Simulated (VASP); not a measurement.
A run of VASP 6.6.1:

Contents of INCAR:

```
SYSTEM = Ru
ALGO = Normal
EDIFF = 1E-6
ENCUT = 520
GGA = PS
ISIF = 2
ISMEAR = 0
LASPH = .True.
LCHARG = .False.
LREAL = .False.
LWAVE = .False.
NBANDS = 21
NELM = 100
PREC = Accurate
SIGMA = 0.15
```

File KPOINTS:

```
k-points
0
Gamma
  18 18 10
  0 0 0
```

The input POSCAR:

```
Ru
1.0
    2.6520000000      0.0000000000      0.0000000000
   -1.3260000000      2.2966993709      0.0000000000
    0.0000000000      0.0000000000      3.8442000000
Ru
2
Direct
    0.3333333333      0.6666666667      0.2500000000
    0.6666666667      0.3333333333      0.7500000000
```

Potentials or basis: VASP PAW PBE potentials, release 64 (Ru_pv).

Command:

```bash
$ cat potpaw_PBE.64/Ru_pv/POTCAR > POTCAR
$ mpirun -np 1 vasp_std > vasp.out
```

Hardware: 1 thread of AMD EPYC 9R45 96-Core Processor (Zen 5) (shared host).

Question: How long does it take, and how much memory?

Answer: Wall time 37 s on 1 thread of AMD EPYC 9R45 96-Core Processor (Zen 5), with other jobs on the host, peak memory 0.17 GiB. Counts: scf iterations 11, k points 222.
